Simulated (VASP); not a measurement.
# C in VASP: further runs, part 2 of 2

VASP 6.6.1. Earlier steps stand in the parts before.

## Step 3: Single point, r2SCAN

POSCAR

```
C
1.0
    2.4316858731      0.0000000000      0.0000000000
    0.0000000000      4.2103931521      0.0000000000
    0.0000000000      0.0000000000      7.1243311621
C
8
Direct
    0.5000000000      0.4166311002      0.7500062470
    0.5000000000      0.9166311002      0.2499937530
    0.5000000000      0.5833688998      0.2499937530
    0.5000000000      0.0833688998      0.7500062470
    0.0000000000      0.9166311002      0.7500062470
    0.0000000000      0.4166311002      0.2499937530
    0.0000000000      0.0833688998      0.2499937530
    0.0000000000      0.5833688998      0.7500062470
```

INCAR.step1

```
SYSTEM = C
ALGO     = Normal         ! electronic algorithm
EDIFF    = 1E-4           ! SCF threshold, eV
ENCUT    = 520            ! plane-wave cutoff, eV
GGA      = PE             ! functional
ISMEAR   = 0              ! smearing method
LASPH    = .TRUE.         ! aspherical terms in the spheres
LCHARG   = .FALSE.        ! write CHGCAR
LREAL    = .FALSE.        ! projectors in reciprocal space
LWAVE    = .TRUE.         ! write WAVECAR
NBANDS   = 26             ! bands
NELM     = 100            ! most SCF steps
PREC     = Accurate       ! precision mode
SIGMA    = 0.1            ! smearing width, eV
```

INCAR.step2

```
SYSTEM = C
ALGO     = Normal         ! electronic algorithm
EDIFF    = 1E-6           ! SCF threshold, eV
ENCUT    = 520            ! plane-wave cutoff, eV
ISIF     = 2              ! what is computed and relaxed
ISMEAR   = 0              ! smearing method
ISTART   = 1            
LASPH    = .TRUE.         ! aspherical terms in the spheres
LCHARG   = .TRUE.         ! write CHGCAR
LELF     = .TRUE.         ! ELF
LMIXTAU  = .TRUE.       
LREAL    = .FALSE.        ! projectors in reciprocal space
LVHAR    = .TRUE.       
LWAVE    = .FALSE.        ! write WAVECAR
METAGGA  = R2SCAN         ! meta-GGA
NBANDS   = 26             ! bands
NELM     = 100            ! most SCF steps
PREC     = Accurate       ! precision mode
SIGMA    = 0.1            ! smearing width, eV
```

KPOINTS

```
k-points
0
G
  14 8 6
  0 0 0
```

Potentials or basis: VASP PAW PBE potentials, release 64 (C).

Launch:

```bash
> cat potpaw_PBE.64/C/POTCAR > POTCAR
> cp INCAR.step1 INCAR
> mpirun -np 1 vasp_std > vasp.out
> cp INCAR.step2 INCAR
> mpirun -np 1 vasp_std > vasp.out
```

OUTCAR:

```text
SYSTEM = C
   EDIFF = 1E-6
   ENCUT = 520
   ISIF = 2
   ISMEAR = 0
   ISTART = 1
   LASPH = .TRUE.
   LREAL = .FALSE.
   METAGGA = R2SCAN
   NELM = 100
   PREC = Accurate

 ion  position               nearest neighbor table
   1  0.500  0.417  0.750-   4 1.40   8 1.40   8 1.40
   2  0.500  0.917  0.250-   3 1.40   7 1.40   7 1.40
   3  0.500  0.583  0.250-   2 1.40   6 1.40   6 1.40
   4  0.500  0.083  0.750-   1 1.40   5 1.40   5 1.40
   5  0.000  0.917  0.750-   8 1.40   4 1.40   4 1.40
   6  0.000  0.417  0.250-   7 1.40   3 1.40   3 1.40
   7  0.000  0.083  0.250-   6 1.40   2 1.40   2 1.40
   8  0.000  0.583  0.750-   5 1.40   1 1.40   1 1.40

  LATTYP: Found a simple orthorhombic cell.
 ALAT       =     2.4316858731
 B/A-ratio  =     1.7314708280
 C/A-ratio  =     2.9297909080

  Lattice vectors:

 A1 = (   2.4316858731,   0.0000000000,   0.0000000000)
 A2 = (   0.0000000000,   4.2103931521,   0.0000000000)
 A3 = (   0.0000000000,   0.0000000000,   7.1243311621)

Analysis of symmetry for initial positions (statically):
=====================================================================
 Subroutine PRICEL returns following result:

  LATTYP: Found a base centered orthorhombic cell.
 ALAT       =     2.4316858731
 B/A-ratio  =     1.7314708280
 C/A-ratio  =     2.9297909080

  Lattice vectors:

 A1 = (   1.2158429366,  -2.1051965761,   0.0000000000)
 A2 = (   1.2158429366,   2.1051965760,   0.0000000000)
 A3 = (   0.0000000000,   0.0000000000,   7.1243311621)

   2 primitive cells build up your supercell.

 Routine SETGRP: Setting up the symmetry group for a
 simple orthorhombic supercell.

 Subroutine GETGRP returns: Found  8 space group operations
 (whereof  4 operations were pure point group operations)
 out of a pool of  8 trial point group operations.

The static configuration has the point symmetry C_2h.
 The point group associated with its full space group is D_2h.

Analysis of symmetry for dynamics (positions and initial velocities):
=====================================================================
 Subroutine PRICEL returns following result:

  LATTYP: Found a base centered orthorhombic cell.
 ALAT       =     2.4316858731
 B/A-ratio  =     1.7314708280
 C/A-ratio  =     2.9297909080

  Lattice vectors:

 A1 = (   1.2158429366,  -2.1051965761,   0.0000000000)
 A2 = (   1.2158429366,   2.1051965760,   0.0000000000)
 A3 = (   0.0000000000,   0.0000000000,   7.1243311621)

   2 primitive cells build up your supercell.

 Routine SETGRP: Setting up the symmetry group for a
 simple orthorhombic supercell.

 Subroutine GETGRP returns: Found  8 space group operations
 (whereof  4 operations were pure point group operations)
 out of a pool of  8 trial point group operations.

The dynamic configuration has the point symmetry C_2h.
 The point group associated with its full space group is D_2h.

 Subroutine INISYM returns: Found  8 space group operations
 (whereof  4 operations are pure point group operations),
 and found     2 'primitive' translations

[... 33 lines left out ...]
 generate k-points for:   14    8    6

 Generating k-lattice:

  Cartesian coordinates                     Fractional coordinates (reciprocal lattice)
     0.029374095  0.000000000  0.000000000     0.071428571  0.000000000  0.000000000
     0.000000000  0.029688439  0.000000000     0.000000000  0.125000000  0.000000000
     0.000000000  0.000000000  0.023394009     0.000000000  0.000000000  0.166666667

  Length of vectors
     0.029374095  0.029688439  0.023394009

  Shift w.r.t. Gamma in fractional coordinates (k-lattice)
     0.000000000  0.000000000  0.000000000

 Subroutine IBZKPT returns following result:
 ===========================================

 Found    160 irreducible k-points:

 Following reciprocal coordinates:
            Coordinates               Weight
  0.000000  0.000000  0.000000      1.000000
  0.071429  0.000000  0.000000      2.000000
  0.142857  0.000000  0.000000      2.000000
  0.214286  0.000000  0.000000      2.000000
  0.285714  0.000000  0.000000      2.000000
  0.357143  0.000000  0.000000      2.000000
[... 16 lines left out ...]
  0.428571  0.250000  0.000000      4.000000
  0.500000  0.250000  0.000000      2.000000
 [... further k-points ...]
   k-points           NKPTS =    160   k-points in BZ     NKDIM =    160   number of bands    NBANDS=     26
   number of dos      NEDOS =    301   number of ions     NIONS =      8
   total plane-waves  NPLWV =  31104
   dimension x,y,z NGX =    18 NGY =   32 NGZ =   54
   dimension x,y,z NGXF=    36 NGYF=   64 NGZF=  108
   ions per type =               8
   NGX,Y,Z   is equivalent  to a cutoff of  12.31, 12.64, 12.60 a.u.
   NGXF,Y,Z  is equivalent  to a cutoff of  24.61, 25.27, 25.20 a.u.
 SYSTEM =  C
   PREC   = accura    normal or accurate (medium, high low for compatibility)
   ISTART =      1    job   : 0-new  1-cont  2-samecut
   ICHARG =      0    charge: 1-file 2-atom 10-const
   ISPIN  =      1    spin polarized calculation?
   LNONCOLLINEAR =      F non collinear calculations
   LSORBIT =      F    spin-orbit coupling
   LASPH  =      T    aspherical Exc in radial PAW
   ENCUT  =  520.0 eV  38.22 Ry    6.18 a.u.   4.52  7.83 13.25*2*pi/ulx,y,z
   NELM   =    100;   NELMIN=  2; NELMDL=  0     # of ELM steps
   EDIFF  = 0.1E-05   stopping-criterion for ELM
   LREAL  =      F    real-space projection
[... 7 lines left out ...]
   TEBEG  =    0.0;   TEEND  =   0.0 temperature during run
   PSTRESS=    0.0 pullay stress
   NELECT =      32.0000    total number of electrons
   NUPDOWN=      -1.0000    fix difference up-down
   EMIN   =  10.00;   EMAX   =-10.00  energy-range for DOS
   EFERMI =   0.00;   METHOD = LEGACY
   ISMEAR =     0;   SIGMA  =   0.10  broadening in eV -4-tet -1-fermi 0-gaus
   EFERMI_NEDOS =   21; number of points for ismear=-14 and -15
   IALGO  =     38    algorithm
   IMIX   =      4    mixing-type and parameters
     AMIX     =   0.40;   BMIX     =  1.00
     AMIX_MAG =   1.60;   BMIX_MAG =  1.00
  volume/ion in A,a.u.               =       9.12        61.53
  Fermi-wavevector in a.u.,A,eV,Ry     =   1.243942  2.350709 21.053538  1.547391
  Thomas-Fermi vector in A             =   2.378230
   LORBIT       =      0    0 simple, 1 ext, 2 COOP (PROOUT), +10 PAW based schemes
   METAGGA = R2SCAN    functional components
   LHFCALC =     F    Hartree Fock is set to
   AEXX    =    0.0000 exact exchange contribution
   IVDW    =     0    specifies the selected vdW correction
   LEPSILON=     F    determine dielectric tensor
   LRPA    =     F    only Hartree local field effects (RPA)
 non-spin polarized calculation
 Gauss-broadening in eV      SIGMA  =   0.10
  energy-cutoff  :      520.00
  volume of cell :       72.94
 maximum number of plane-waves:      1998
   NGX =  9   NGY = 15   NGZ = 27

 number of electron      32.0000006 magnetization

 Free energy of the ion-electron system (eV)
  ---------------------------------------------------
  ext. energy  EPLUGINS =         0.00000000
  ---------------------------------------------------
  free energy    TOTEN  =       -79.42592754 eV

  energy without entropy =      -79.42514944  energy(sigma->0) =      -79.42553849

 E-fermi :   4.2673     XC(G=0): -10.7783

 val. band max:        4.2088472437   @ k =   0.2857   0.0000   0.0000
 cond. band min:       4.2888848633   @ k =   0.3571   0.0000   0.0000
 fundamental gap:      0.0800376197
 Fermi energy:         4.2672539017

 k-point     1 :       0.0000    0.0000    0.0000
  band No.  band energies     occupation
      1     -16.8305      2.00000
      2     -16.6504      2.00000
      3     -11.1286      2.00000
      4     -10.9959      2.00000
      5      -9.9836      2.00000
      6      -9.8807      2.00000
[... 685 lines left out ...]
     25      14.5656      0.00000
     26      14.5656      0.00000

 [... further k-points ...]
[... 5 lines left out ...]
  --------------------------------------------------------------------------------------
  -------------------------------------------------------------------------------------
  Total        6.3204835      6.2013751     -0.0527546      0.0000000      0.0000000      0.0000000
  in kB      138.8310679    136.2148206     -1.1587684      0.0000000      0.0000000      0.0000000
  external PRESSURE =      91.2957067 kB  Pullay stress =       0.0000000 kB

 VOLUME and BASIS-vectors are now :
 -----------------------------------------------------------------------------
  energy-cutoff  :      520.00
  volume of cell :       72.94
      direct lattice vectors                 reciprocal lattice vectors
     2.431685873  0.000000000  0.000000000     0.411237328  0.000000000  0.000000000
     0.000000000  4.210393152  0.000000000     0.000000000  0.237507512  0.000000000
     0.000000000  0.000000000  7.124331162     0.000000000  0.000000000  0.140364053

 POSITION                                       TOTAL-FORCE (eV/Angst)
 -----------------------------------------------------------------------------------
      1.21584      1.75418      5.34329         0.000000      0.001887     -0.000016
      1.21584      3.85938      1.78104         0.000000      0.001887      0.000016
      1.21584      2.45621      1.78104         0.000000     -0.001887      0.000016
      1.21584      0.35102      5.34329        -0.000000     -0.001887     -0.000016
      0.00000      3.85938      5.34329        -0.000000      0.001887     -0.000016
      0.00000      1.75418      1.78104         0.000000      0.001887      0.000016
      0.00000      0.35102      1.78104         0.000000     -0.001887      0.000016
      0.00000      2.45621      5.34329        -0.000000     -0.001887     -0.000016
 -----------------------------------------------------------------------------------
    total drift:                                0.000000      0.000000     -0.000000

  FREE ENERGIE OF THE ION-ELECTRON SYSTEM (eV)
  ---------------------------------------------------
  free  energy   TOTEN  =       -79.4259275447 eV

  energy  without entropy=      -79.4251494362  energy(sigma->0) =      -79.42553849
```

It took 21 min on 1 thread of Intel Xeon 8259CL, shared host; peak memory 0.32 GiB.

What came out:

```yaml
Free_energy: -79.4259 eV
Pressure: 9.1 GPa
```

Caveat: the stress differs along the axes, from -0 to 14 GPa; the PAW data sets were made with another functional, which shifts forces and pressure a little.

## Step 4: Relaxation of cell and atoms, r2SCAN, target pressure -1 GPa, at which the enthalpy is minimised

This run uses another cell than the first one: it holds 4 atoms, not 8.

POSCAR

```
C
1.0
    1.2321503701     -2.1334324214      0.0000000000
    1.2321503701      2.1334324214      0.0000000000
    0.0000000000      0.0000000000      7.1388791124
C
4
Direct
    0.0833249879      0.9166750121      0.7499218063
    0.5833249879      0.4166750121      0.2500781937
    0.9166750121      0.0833249879      0.2500781937
    0.4166750121      0.5833249879      0.7499218063
```

INCAR.step1

```
ALGO = Normal
EDIFF = 1E-4
ENCUT = 600
GGA = PE
ISMEAR = 0
LASPH = True
LCHARG = False
LREAL = False
LWAVE = True
NELM = 60
PREC = Accurate
SIGMA = 0.1
```

INCAR.step2

```
ALGO = Normal
EDIFF = 1E-7
EDIFFG = -0.008
ENCUT = 600
IBRION = 2
ISIF = 3
ISMEAR = 0
ISTART = 1
LASPH = True
LCHARG = False
LMIXTAU = True
LREAL = False
LWAVE = False
METAGGA = R2SCAN
NELM = 60
NSW = 70
PREC = Accurate
PSTRESS = -10.0
SIGMA = 0.1
```

KPOINTS

```
k-points
0
Gamma
  18 18 6
```

Potentials or basis: VASP PAW PBE potentials, release 64 (C).

Launch:

```bash
> cat potpaw_PBE.64/C/POTCAR > POTCAR
> cp INCAR.step1 INCAR
> mpirun -np 1 vasp_std > vasp.out
> cp INCAR.step2 INCAR
> mpirun -np 1 vasp_std > vasp.out
```

OUTCAR:

```text
EDIFF = 1E-7
   EDIFFG = -0.008
   ENCUT = 600
   IBRION = 2
   ISIF = 3
   ISMEAR = 0
   ISTART = 1
   LASPH = True
   LREAL = False
   METAGGA = R2SCAN
   NELM = 60
   NSW = 70
   PREC = Accurate
   PSTRESS = -10.0

 ion  position               nearest neighbor table
   1  0.083  0.917  0.750-   4 1.42   4 1.42   4 1.42
   2  0.583  0.417  0.250-   3 1.42   3 1.42   3 1.42
   3  0.917  0.083  0.250-   2 1.42   2 1.42   2 1.42
   4  0.417  0.583  0.750-   1 1.42   1 1.42   1 1.42

  LATTYP: Found a base centered orthorhombic cell.
 ALAT       =     2.4643007402
 B/A-ratio  =     1.7314708279
 C/A-ratio  =     2.8969187875

  Lattice vectors:

 A1 = (   1.2321503701,  -2.1334324214,   0.0000000000)
 A2 = (   1.2321503701,   2.1334324214,   0.0000000000)
[... 394 lines left out ...]

 E-fermi :   3.6757     XC(G=0): -10.2832

 val. band max:        3.6190897005   @ k =   0.3333   0.3333   0.3333
 cond. band min:       3.6767027665   @ k =   0.3333   0.3333   0.5000
 fundamental gap:      0.0576130660
 Fermi energy:         3.6757133092

 k-point     1 :       0.0000    0.0000    0.0000
  band No.  band energies     occupation
      1     -17.1963      2.00000
      2     -17.0858      2.00000
      3      -4.9357      2.00000
      4      -3.8775      2.00000
      5       0.4484      2.00000
      6       0.4485      2.00000
      7       0.4521      2.00000
      8       0.4587      2.00000
      9       7.2541      0.00000
     10      12.1046      0.00000
     11      12.3518      0.00000
     12      12.3880      0.00000
[... 331 lines left out ...]
 k-point    24 :      -0.2222    0.0556    0.0000
  band No.  band energies     occupation
      1     -16.1916      2.00000
      2     -16.0881      2.00000
      3      -3.7294      2.00000
      4      -2.7920      2.00000
      5      -2.7708      2.00000
      6      -2.7151      2.00000
      7      -1.2927      2.00000
      8      -1.2871      2.00000
      9       8.5030      0.00000
     10      12.6146      0.00000
     11      12.6512      0.00000
     12      12.8730      0.00000

 [... further k-points ...]
[... 5 lines left out ...]
  --------------------------------------------------------------------------------------
  -------------------------------------------------------------------------------------
  Total       -0.2295618     -0.2783793     -0.2606826      0.0000000     -0.0000000      0.0000000
  in kB       -9.2929374    -11.2691318    -10.5527457      0.0000000     -0.0000000      0.0000000
  external PRESSURE =      -0.3716050 kB  Pullay stress =     -10.0000000 kB
[... 23 lines left out ...]
  energy  without entropy=      -39.7498193905  energy(sigma->0) =      -39.75008825

  enthalpy is  TOTEN    =       -39.9973853142 eV   P V=       -0.2470282064

 reached required accuracy - stopping structural energy minimisation
```

OUTCAR.step1:

```text
EDIFF = 1E-4
   ENCUT = 600
   GGA = PE
   ISMEAR = 0
[... 592 lines left out ...]
      1.23215      1.77790      5.35360         0.000000      0.003621      0.000205
      1.23215     -0.35554      1.78528         0.000000      0.003621     -0.000205
      1.23215     -1.77790      1.78528         0.000000     -0.003621     -0.000205
      1.23215      0.35554      5.35360         0.000000     -0.003621      0.000205
 -----------------------------------------------------------------------------------
    total drift:                                0.000000      0.000000     -0.000000

  FREE ENERGIE OF THE ION-ELECTRON SYSTEM (eV)
  ---------------------------------------------------
  free  energy   TOTEN  =       -36.8858735551 eV

  energy  without entropy=      -36.8854601494  energy(sigma->0) =      -36.88566685
```

OSZICAR.step1:

```text
N       E                     dE             d eps       ncg     rms          rms(c)
DAV:   1     0.606115545202E+02    0.60612E+02   -0.89266E+03  8736   0.137E+03
DAV:   2    -0.347418066726E+02   -0.95353E+02   -0.87188E+02 12440   0.244E+02
DAV:   3    -0.392453708490E+02   -0.45036E+01   -0.44673E+01 11060   0.543E+01
DAV:   4    -0.393054226145E+02   -0.60052E-01   -0.59986E-01 10920   0.727E+00
DAV:   5    -0.393067029332E+02   -0.12803E-02   -0.12799E-02 10880   0.103E+00    0.892E+00
DAV:   6    -0.374710888349E+02    0.18356E+01   -0.18031E+00 10248   0.931E+00    0.521E+00
DAV:   7    -0.368765937755E+02    0.59450E+00   -0.20470E+00 10360   0.100E+01    0.140E+00
DAV:   8    -0.368856851604E+02   -0.90914E-02   -0.64161E-02  9920   0.176E+00    0.110E-01
DAV:   9    -0.368856092851E+02    0.75875E-04   -0.13021E-03 10996   0.297E-01    0.625E-02
DAV:  10    -0.368858747444E+02   -0.26546E-03   -0.37027E-04 10336   0.162E-01    0.321E-02
DAV:  11    -0.368858735551E+02    0.11893E-05   -0.32062E-06  7268   0.172E-02
   1 F= -.36885874E+02 E0= -.36885667E+02  d E =-.413406E-03
```

Run time: 2.2 h. Hardware: 1 thread of Oxide Virtual Turin-like, shared host; peak memory 0.25 GiB.

Results:

- Free energy: -39.7504 eV
- Relaxed volume: 9.89 Å³/atom
- Relaxed cell: a = 2.459 Å, b = 2.459 Å, c = 7.555 Å, α = 90.00°, β = 90.00°, γ = 120.00°
- Space group after relaxing (to 0.1 Å): Fmmm (No. 69)
- Energy change on relaxing (the run minimises the enthalpy): +2.4 meV/atom
- Ionic steps: 11
- Pressure after relaxing: -1.0 GPa
- Largest force after relaxing: 0.004 eV/Å
- Band gap on the k mesh: zero (filled and empty bands touch)

Forces on the atoms (eV/Å):
```
C    0.000  0.004  0.000
C    0.000  0.004  0.000
C    0.000 -0.004  0.000
C    0.000 -0.004  0.000
```

Step by step:
```tsv
step	energy change (eV)	largest force (eV/Å)	pressure (GPa)	volume (Å³)
1	0.0000	0.0002	-2.44	37.53
2	0.0023	0.0002	3.06	37.08
3	-0.0021	0.0002	-0.79	37.39
4	-0.0020	0.0004	-0.80	37.44
5	-0.0015	0.0016	-0.83	37.58
6	-0.0003	0.0041	-0.88	37.87
7	0.0025	0.0090	-0.96	38.43
8	0.0094	0.0187	-1.08	39.57
9	0.0156	0.4332	-0.29	39.74
10	0.0095	0.0028	-1.04	39.58
11	0.0095	0.0039	-1.04	39.58
```

Final structure:
```
C
1.0
     1.22967   -2.13002    0.00000
     1.22967    2.13002    0.00000
     0.00000    0.00000    7.55535
C
4
Direct
  0.08334 0.91666 0.74997
  0.58334 0.41666 0.25003
  0.91666 0.08334 0.25003
  0.41666 0.58334 0.74997
```

Caveat: the cell is relaxed towards a set pressure, so the run minimises the enthalpy, not the energy; the PAW data sets were made with another functional, which shifts forces and pressure a little.

The gap in the log of VASP goes by the Fermi energy; the results here count the filled bands.